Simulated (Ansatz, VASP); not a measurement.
## W2Br2F: VASP beside Ansatz

```xyz
5
Lattice="-2.1105 2.1105 6.6361 2.1105 -2.1105 6.6361 2.1105 2.1105 -6.6361" Properties=species:S:1:pos:R:3 pbc="T T T"
W     0.0000    0.0000    4.5696
W     0.0000    0.0000    8.7026
Br    0.0000    0.0000    1.8727
Br    0.0000    0.0000   11.3995
F     0.0000    0.0000    0.0000
```

Change from the starting cell: species swapped into the Ba2ZnN2 type (I4/mmm, No. 139).

Alike in both runs: task single point; functional PBE; k mesh 6 × 6 × 6; occupations gaussian, width 0.1 eV; collinear spin.

```csv
,VASP,Ansatz
version,VASP 6.6.1,Ansatz 0.2.0
potentials or method,"VASP PAW PBE potentials, release 64 (W_sv, Br, F), cutoff 520 eV","scalar-relativistic, plane waves, PAW"
valence electrons in the cell,49,49
```

```csv
,VASP,Ansatz,Ansatz less VASP
gap on the k mesh at the Fermi level (eV),none,none,-
pressure (GPa),5.7,5.8,+0.01
"traceless stress, the component that is largest in VASP (GPa)",23.70,23.64,-0.060
rms of the force components (eV/Å),2.444,2.440,-0.0040
net moment per atom (μB),1.57,1.57,+0.001
size of the moment on the site where the two differ most (μB),2.90,2.57,-0.326
```

Site moments also hang on the region over which each program counts them. Atom by atom the forces differ by 0.004 eV/Å (rms over components). A gap of «none» marks a metal or a gap that the smearing closes. Ansatz's warnings: no starting moments.

Spin-orbit coupling is off throughout.
